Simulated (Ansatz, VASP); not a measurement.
PtS2: VASP beside Ansatz

INCAR

```
SYSTEM = PtS2
PREC = Accurate ; ENCUT = 520
EDIFF = 1E-7 ; ISMEAR = -1
SIGMA = 0.05 ; LREAL = .FALSE.
LASPH = .TRUE. ; NELM = 100
ALGO = Normal ; ISIF = 2
LWAVE = .FALSE. ; LCHARG = .FALSE.
GGA = PS ; NBANDS = 18
```

File KPOINTS:

```
regular mesh
0
G
  7 7 5
  0 0 0
```

The input POSCAR:

```
PtS2
1.0
    3.5432000000     -0.0354320000      0.0000000000
   -1.8022850121      3.0862172107      0.0000000000
    0.0000000000      0.0000000000      5.0388000000
Pt S
1 2
Direct
    0.0000000000      0.0000000000      0.0000000000
    0.6666666667      0.3333333333      0.7730000000
    0.3333333333      0.6666666667      0.2270000000
```

The input input.yaml:

```yaml
crystal:
  lattice:
    - [3.5432, -0.035432, 0.0]
    - [-1.8022850121, 3.0862172107, 0.0]
    - [0.0, 0.0, 5.0388]
  atoms:
    - { symbol: Pt, position: [0.0, 0.0, 0.0] }
    - { symbol: S, position: [0.6666666667, 0.3333333333, 0.773] }
    - { symbol: S, position: [0.3333333333, 0.6666666667, 0.227] }
hamiltonian:
  xc: pbesol
  pseudopotentials: { kind: paw }
kpoints:
  mp_grid: { grid: [7, 7, 5] }
  band_path:
    path:
      - [[0.0, 0.0, 0.0], [-0.5, 0.5, 0.0], [-0.6665333067, 0.3274914183, 0.0], [-0.5, 0.0, 0.0], [-0.5, 0.0, -0.5], [-0.3334666933, -0.3274914183, -0.5], [0.0, -0.5, -0.5], [0.0, -0.5, 0.0], [-0.3334666933, -0.3274914183, 0.0]]
      - [[-0.6665333067, 0.3274914183, -0.5], [-0.5, 0.5, -0.5], [0.0, 0.0, -0.5]]
      - [[-0.5, 0.5, 0.0], [-0.5, 0.5, -0.5]]
    npoints: 14
scf:
  occupations: { method: fermi_dirac, width: 0.05 }
  n_extra_bands: 7
output:
  forces: true
  stress: true
  eigenvalues: true
  fatbands: false
```

Alike in both runs: functional PBEsol; k mesh 7 × 7 × 5; occupations fermi-dirac, width 0.05 eV; no spin polarisation.

|  | VASP | Ansatz |
| --- | --- | --- |
| version | VASP 6.6.1 | Ansatz 0.2.0 |
| potentials or method | VASP PAW PBE potentials, release 64 (Pt, S) | Ansatz PAW |
| plane-wave cutoff (eV) | 520 | 420 |
| valence electrons in the cell | 22 | 30 |
| task | single point | band structure |

Ansatz gave:

| Item | Value |
| --- | --- |
| gap on the k mesh at the Fermi level (eV) | 0.69 |
| least direct gap on the mesh (eV) | 1.08 |
| pressure (GPa) | 6.5 |
| traceless stress, the component that is largest in VASP (GPa) | 2.02 |
| rms of the force components (eV/Å) | 0.459 |

Problem. Estimate VASP's values.

Solution. gap on the k mesh at the Fermi level (eV): 0.70; least direct gap on the mesh (eV): 1.10; pressure (GPa): 6.2; traceless stress, the component that is largest in VASP (GPa): 2.02; rms of the force components (eV/Å): 0.449.

VASP's potentials were made for PBE, not for PBEsol. Atom by atom the forces differ by 0.010 eV/Å (rms over components). VASP's potentials hold 22 valence electrons a cell and Ansatz's 30, so a difference there can come from the potentials and not from the codes.

Spin-orbit coupling is off throughout.
